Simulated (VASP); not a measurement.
Write the native input for VASP 6.6.1 that does the following.

```yaml
Task: single point
Functional: PBE
Potentials_or_basis: VASP PAW PBE potentials, release 64 (Ni)
Cutoff: 520 eV
k_mesh: 14 × 14 × 14
Occupations: fermi-dirac, width 0.1 eV
Spin: collinear spin, ferromagnetic start
Starting_moments: "[0.94] μB"
Fixed_moment: 0.94 μB
Dipole_correction: no
Further_INCAR_settings: ALGO = Normal; EDIFF = 1e-06; NBANDS = 15
```

The structure of Ni lies in POSCAR:

```
Ni
1.0
    0.0000000000      1.7597000000      1.7597000000
    1.7597000000      0.0000000000      1.7597000000
    1.7597000000      1.7597000000      0.0000000000
Ni
1
Direct
    0.0000000000      0.0000000000      0.0000000000
```

One way to write it, as run:

INCAR

```
PREC = Accurate ; ENCUT = 520
EDIFF = 1E-6 ; ISMEAR = -1
SIGMA = 0.1 ; LREAL = F
LASPH = T ; NELM = 150
ALGO = Normal ; ISIF = 2
LWAVE = F ; LCHARG = F
ISPIN = 2 ; MAGMOM = 0.94
LORBIT = 11 ; NUPDOWN = 0.94
LMAXMIX = 4 ; GGA = PE
NBANDS = 15
```

KPOINTS

```
Automatic mesh
0
Gamma
  14 14 14
```

Potentials or basis: VASP PAW PBE potentials, release 64 (Ni).

Launch:

```sh
$ cat potpaw_PBE.64/Ni/POTCAR > POTCAR
$ mpirun -np 1 vasp_std > vasp.out
```

It gave:

| Item | Value |
| --- | --- |
| Pressure | 2.8 GPa |
| Net moment | 0.94 μB per cell |
| Site moments | Ni +0.94 μB |
| Valence electrons inside the program's atomic spheres | Ni 9.30 |

Caveat: the total moment is fixed, so each spin has its own Fermi level.

Wall time 37 s on 1 thread of Intel Xeon 6975P-C (shared host), peak memory 0.15 GiB.
